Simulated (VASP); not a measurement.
# Zn3SeS2 (P6_3mc) in VASP: single point with PBE

Aim: the single point of Zn3SeS2 with PBE.

Program: VASP 6.6.1. These are calculated values, not measurements. Logs are shortened: lines on timing, memory, paths and dates and some standing lists are left out, and cuts for length are marked.

**1. The cell of the first run**

It takes space group P6_3mc (No. 186, hexagonal). Conventional cell: a = 3.912 Å, b = 3.912 Å, c = 19.268 Å, α = 90.00°, β = 90.00°, γ = 120.00°. Zn (site symmetry 3m) has 1 S at 2.36 Å and 3 Se at 2.44 Å within 3.1 Å. Zn (site symmetry 3m) has 3 S at 2.38 Å and 1 Se at 2.48 Å within 3.1 Å. Within 3.1 Å of Zn (site symmetry 3m) lie 4 S at 2.37 to 2.38 Å. Se (site symmetry 3m) has 4 Zn at 2.44 to 2.48 Å within 3.2 Å. S (site symmetry 3m) has 4 Zn at 2.36 to 2.38 Å within 3.1 Å. Within 3.1 Å of S (site symmetry 3m) lie 4 Zn at 2.37 to 2.38 Å.

**2. Single point, PBE**

INCAR reads:

```
ALGO = Normal
EDIFF = 1E-7
ENCUT = 520
GGA = PE
ISIF = 2
ISMEAR = 0
LASPH = T
LCHARG = T
LELF = T
LREAL = F
LVHAR = T
LWAVE = F
NBANDS = 66
NELM = 100
PREC = Accurate
SIGMA = 0.02
```

KPOINTS reads:

```
k-points
0
Gamma
  12 12 2
```

POSCAR reads:

```
Zn3SeS2
1.0
    3.9121030114      0.0000000000      0.0000000000
   -1.9560515057      3.3879805901      0.0000000000
    0.0000000000      0.0000000000     19.2675246000
Zn Se S
6 2 4
Direct
    0.3333333333      0.6666666667      0.0068870000
    0.3333333333      0.6666666667      0.3301870000
    0.3333333333      0.6666666667      0.6684450000
    0.6666666667      0.3333333333      0.1684450000
    0.6666666667      0.3333333333      0.5068870000
    0.6666666667      0.3333333333      0.8301870000
    0.3333333333      0.6666666667      0.4591170000
    0.6666666667      0.3333333333      0.9591170000
    0.3333333333      0.6666666667      0.1291390000
    0.3333333333      0.6666666667      0.7912250000
    0.6666666667      0.3333333333      0.2912250000
    0.6666666667      0.3333333333      0.6291390000
```

Potentials or basis: VASP PAW PBE potentials, release 64 (Zn, Se, S).

Started as:

```sh
$ cat potpaw_PBE.64/Zn/POTCAR potpaw_PBE.64/Se/POTCAR potpaw_PBE.64/S/POTCAR > POTCAR
$ mpirun -np 1 vasp_std > vasp.out
```

OUTCAR:

```text
EDIFF = 1E-7
   ENCUT = 520
   GGA = PE
   ISIF = 2
   ISMEAR = 0
   LASPH = T
   LREAL = F
   NELM = 100
   PREC = Accurate

 ion  position               nearest neighbor table
   1  0.333  0.667  0.007-   9 2.36   8 2.44   8 2.44   8 2.44
   2  0.333  0.667  0.330-  11 2.38  11 2.38  11 2.38   7 2.48
   3  0.333  0.667  0.668-  10 2.37  12 2.38  12 2.38  12 2.38
   4  0.667  0.333  0.168-  11 2.37   9 2.38   9 2.38   9 2.38
   5  0.667  0.333  0.507-  12 2.36   7 2.44   7 2.44   7 2.44
   6  0.667  0.333  0.830-  10 2.38  10 2.38  10 2.38   8 2.48
   7  0.333  0.667  0.459-   5 2.44   5 2.44   5 2.44   2 2.48
   8  0.667  0.333  0.959-   1 2.44   1 2.44   1 2.44   6 2.48
   9  0.333  0.667  0.129-   1 2.36   4 2.38   4 2.38   4 2.38
  10  0.333  0.667  0.791-   3 2.37   6 2.38   6 2.38   6 2.38
  11  0.667  0.333  0.291-   4 2.37   2 2.38   2 2.38   2 2.38
  12  0.667  0.333  0.629-   5 2.36   3 2.38   3 2.38   3 2.38

  LATTYP: Found a hexagonal cell.
 ALAT       =     3.9121030114
 C/A-ratio  =     4.9251066610

  Lattice vectors:

 A1 = (   3.9121030114,   0.0000000000,   0.0000000000)
 A2 = (  -1.9560515057,   3.3879805901,   0.0000000000)
 A3 = (   0.0000000000,   0.0000000000,  19.2675246000)

Analysis of symmetry for initial positions (statically):
=====================================================================
 Subroutine PRICEL returns:
 Original cell was already a primitive cell.

 Routine SETGRP: Setting up the symmetry group for a
 hexagonal supercell.

 Subroutine GETGRP returns: Found 12 space group operations
 (whereof  6 operations were pure point group operations)
 out of a pool of 24 trial point group operations.

The static configuration has the point symmetry C_3v.
 The point group associated with its full space group is C_6v.

Analysis of symmetry for dynamics (positions and initial velocities):
=====================================================================
 Subroutine PRICEL returns:
 Original cell was already a primitive cell.

 Routine SETGRP: Setting up the symmetry group for a
 hexagonal supercell.

 Subroutine GETGRP returns: Found 12 space group operations
 (whereof  6 operations were pure point group operations)
 out of a pool of 24 trial point group operations.

The dynamic configuration has the point symmetry C_3v.
 The point group associated with its full space group is C_6v.

 Subroutine INISYM returns: Found 12 space group operations
 (whereof  6 operations are pure point group operations),
 and found     1 'primitive' translations

----------------------------------------------------------------------------------------

                                     Primitive cell

  volume of cell :     255.3743

  direct lattice vectors                    reciprocal lattice vectors
     3.912103011  0.000000000  0.000000000     0.255616991  0.147580539  0.000000000
    -1.956051506  3.387980590  0.000000000     0.000000000  0.295161077  0.000000000
     0.000000000  0.000000000 19.267524600     0.000000000  0.000000000  0.051900803

  length of vectors
     3.912103011  3.912103011 19.267524600     0.295161077  0.295161077  0.051900803

  position of ions in fractional coordinates (direct lattice)
     0.333333333  0.666666667  0.006887000
     0.333333333  0.666666667  0.330187000
     0.333333333  0.666666667  0.668445000
     0.666666667  0.333333333  0.168445000
     0.666666667  0.333333333  0.506887000
     0.666666667  0.333333333  0.830187000
     0.333333333  0.666666667  0.459117000
     0.666666667  0.333333333  0.959117000
     0.333333333  0.666666667  0.129139000
     0.333333333  0.666666667  0.791225000
     0.666666667  0.333333333  0.291225000
     0.666666667  0.333333333  0.629139000

  ion indices of the primitive-cell ions
   primitive index   ion index
                 1           1
                 2           2
                 3           3
                 4           4
                 5           5
                 6           6
                 7           7
                 8           8
                 9           9
                10          10
                11          11
                12          12

----------------------------------------------------------------------------------------

 KPOINTS: k-points

Automatic generation of k-mesh.
 Grid dimensions read from file:
 generate k-points for:   12   12    2

 Generating k-lattice:

  Cartesian coordinates                     Fractional coordinates (reciprocal lattice)
     0.021301416  0.012298378  0.000000000     0.083333333  0.000000000  0.000000000
     0.000000000  0.024596756  0.000000000     0.000000000  0.083333333  0.000000000
     0.000000000  0.000000000  0.025950402     0.000000000  0.000000000  0.500000000

  Length of vectors
     0.024596756  0.024596756  0.025950402

  Shift w.r.t. Gamma in fractional coordinates (k-lattice)
     0.000000000  0.000000000  0.000000000

 Subroutine IBZKPT returns following result:
 ===========================================

 Found     38 irreducible k-points:

 Following reciprocal coordinates:
            Coordinates               Weight
  0.000000  0.000000  0.000000      1.000000
  0.083333 -0.000000  0.000000      6.000000
  0.166667  0.000000  0.000000      6.000000
  0.250000  0.000000  0.000000      6.000000
  0.333333  0.000000  0.000000      6.000000
  0.416667  0.000000  0.000000      6.000000
[... 16 lines left out ...]
  0.250000  0.000000  0.500000      6.000000
  0.333333  0.000000  0.500000      6.000000
 [... further k-points ...]
   k-points           NKPTS =     38   k-points in BZ     NKDIM =     38   number of bands    NBANDS=     66
   number of dos      NEDOS =    301   number of ions     NIONS =     12
   total plane-waves  NPLWV = 129600
   dimension x,y,z NGX =    30 NGY =   30 NGZ =  144
   dimension x,y,z NGXF=    60 NGYF=   60 NGZF=  288
   ions per type =               6   2   4
   NGX,Y,Z   is equivalent  to a cutoff of  12.75, 12.75, 12.42 a.u.
   NGXF,Y,Z  is equivalent  to a cutoff of  25.50, 25.50, 24.85 a.u.
 SYSTEM =  unknown system
   PREC   = accura    normal or accurate (medium, high low for compatibility)
   ISTART =      0    job   : 0-new  1-cont  2-samecut
   ICHARG =      2    charge: 1-file 2-atom 10-const
   ISPIN  =      1    spin polarized calculation?
   LNONCOLLINEAR =      F non collinear calculations
   LSORBIT =      F    spin-orbit coupling
   LASPH  =      T    aspherical Exc in radial PAW
   ENCUT  =  520.0 eV  38.22 Ry    6.18 a.u.   7.27  7.27 35.82*2*pi/ulx,y,z
   NELM   =    100;   NELMIN=  2; NELMDL= -5     # of ELM steps
   EDIFF  = 0.1E-06   stopping-criterion for ELM
   LREAL  =      F    real-space projection
   EDIFFG = 0.1E-05   stopping-criterion for IOM
   NSW    =      0    number of steps for IOM
   IBRION =     -1    ionic relax: 0-MD 1-quasi-New 2-CG
   NFREE  =      0    steps in history (QN), initial steepest desc. (CG)
   ISIF   =      2    stress and relaxation
   ISYM   =      2    0-nonsym 1-usesym 2-fastsym
   POTIM  = 0.5000    time-step for ionic-motion
   TEBEG  =    0.0;   TEEND  =   0.0 temperature during run
   PSTRESS=    0.0 pullay stress
   NELECT =     108.0000    total number of electrons
   NUPDOWN=      -1.0000    fix difference up-down
   EMIN   =  10.00;   EMAX   =-10.00  energy-range for DOS
   EFERMI =   0.00;   METHOD = LEGACY
   ISMEAR =     0;   SIGMA  =   0.02  broadening in eV -4-tet -1-fermi 0-gaus
   EFERMI_NEDOS =   21; number of points for ismear=-14 and -15
   IALGO  =     38    algorithm
   IMIX   =      4    mixing-type and parameters
     AMIX     =   0.40;   BMIX     =  1.00
     AMIX_MAG =   1.60;   BMIX_MAG =  1.00
  volume/ion in A,a.u.               =      21.28       143.61
  Fermi-wavevector in a.u.,A,eV,Ry     =   1.228826  2.322144 20.544977  1.510013
  Thomas-Fermi vector in A             =   2.363737
   LORBIT       =      0    0 simple, 1 ext, 2 COOP (PROOUT), +10 PAW based schemes
   GGA     = PE    functional components
   LHFCALC =     F    Hartree Fock is set to
   AEXX    =    0.0000 exact exchange contribution
   IVDW    =     0    specifies the selected vdW correction
   LEPSILON=     F    determine dielectric tensor
   LRPA    =     F    only Hartree local field effects (RPA)
 non-spin polarized calculation
 Gauss-broadening in eV      SIGMA  =   0.02
  energy-cutoff  :      520.00
  volume of cell :      255.37
 maximum number of plane-waves:      6936
 NGX is ok and might be reduce to    30
   NGX = 15   NGY = 15   NGZ = 71

 number of electron     107.9999955 magnetization

 Free energy of the ion-electron system (eV)
  ---------------------------------------------------
  ext. energy  EPLUGINS =         0.00000000
  ---------------------------------------------------
  free energy    TOTEN  =       -39.30162088 eV

  energy without entropy =      -39.30162088  energy(sigma->0) =      -39.30162088

 E-fermi :   2.0661     XC(G=0):  -9.3940

 val. band max:        1.9543611774   @ k =   0.0000   0.0000   0.0000
 cond. band min:       3.4391631594   @ k =   0.0000   0.0000   0.0000
 fundamental gap:      1.4848019820
 Fermi energy:         2.0661042043

 k-point     1 :       0.0000    0.0000    0.0000
  band No.  band energies     occupation
      1     -11.3164      2.00000
      2     -11.1607      2.00000
      3     -11.0981      2.00000
      4     -10.7171      2.00000
      5     -10.7108      2.00000
      6     -10.4792      2.00000
[... 58 lines left out ...]
     65       7.9116      0.00000
     66       8.0209      0.00000

 k-point     2 :       0.0833   -0.0000    0.0000
  band No.  band energies     occupation
      1     -11.2738      2.00000
      2     -11.1221      2.00000
      3     -11.0579      2.00000
      4     -10.6877      2.00000
      5     -10.6792      2.00000
      6     -10.4551      2.00000
[... 1576 lines left out ...]
     65       7.7975      0.00000
     66       7.7975      0.00000

 [... further k-points ...]

------------------------ aborting loop because EDIFF is reached ----------------------------------------

  FORCE on cell =-STRESS in cart. coord.  units (eV):
  Direction    XX          YY          ZZ          XY          YZ          ZX
  --------------------------------------------------------------------------------------
  -------------------------------------------------------------------------------------
  Total        0.2773712      0.2773712      0.3096217      0.0000000     -0.0000000     -0.0000000
  in kB        1.7401829      1.7401829      1.9425170      0.0000000     -0.0000000     -0.0000000
  external PRESSURE =       1.8076276 kB  Pullay stress =       0.0000000 kB

 VOLUME and BASIS-vectors are now :
 -----------------------------------------------------------------------------
  energy-cutoff  :      520.00
  volume of cell :      255.37
      direct lattice vectors                 reciprocal lattice vectors
     3.912103011  0.000000000  0.000000000     0.255616991  0.147580539  0.000000000
    -1.956051506  3.387980590  0.000000000     0.000000000  0.295161077  0.000000000
     0.000000000  0.000000000 19.267524600     0.000000000  0.000000000  0.051900803

 POSITION                                       TOTAL-FORCE (eV/Angst)
 -----------------------------------------------------------------------------------
     -0.00000      2.25865      0.13270        -0.000000     -0.000000      0.004372
     -0.00000      2.25865      6.36189         0.000000      0.000000     -0.006357
     -0.00000      2.25865     12.87928        -0.000000      0.000000     -0.002471
      1.95605      1.12933      3.24552         0.000000      0.000000     -0.002471
      1.95605      1.12933      9.76646        -0.000000      0.000000      0.004372
      1.95605      1.12933     15.99565        -0.000000      0.000000     -0.006357
     -0.00000      2.25865      8.84605         0.000000      0.000000     -0.002578
      1.95605      1.12933     18.47981        -0.000000     -0.000000     -0.002578
     -0.00000      2.25865      2.48819        -0.000000      0.000000      0.004152
     -0.00000      2.25865     15.24495         0.000000      0.000000      0.002882
      1.95605      1.12933      5.61118        -0.000000      0.000000      0.002882
      1.95605      1.12933     12.12195         0.000000     -0.000000      0.004152
 -----------------------------------------------------------------------------------
    total drift:                               -0.000001     -0.000002     -0.001277

  FREE ENERGIE OF THE ION-ELECTRON SYSTEM (eV)
  ---------------------------------------------------
  free  energy   TOTEN  =       -39.3016208784 eV

  energy  without entropy=      -39.3016208784  energy(sigma->0) =      -39.30162088
```

Run time: 11 min. Hardware: 1 thread of AMD EPYC 9R45 (Zen 5), shared host; peak memory 0.64 GiB.

What came out:

```yaml
Free_energy: -39.3016 eV
Pressure: 0.2 GPa
Largest_force: 0.006 eV/Å
Band_gap_on_the_k_mesh: 1.48 eV
```

Forces in eV/Å, atoms in the order of the input:
```
Zn   0.000  0.000  0.004
Zn   0.000  0.000 -0.006
Zn   0.000  0.000 -0.002
Zn   0.000  0.000 -0.002
Zn   0.000  0.000  0.004
Zn   0.000  0.000 -0.006
Se   0.000  0.000 -0.003
Se   0.000  0.000 -0.003
S    0.000  0.000  0.004
S    0.000  0.000  0.003
S    0.000  0.000  0.003
S    0.000  0.000  0.004
```

A k mesh can miss the band edges.
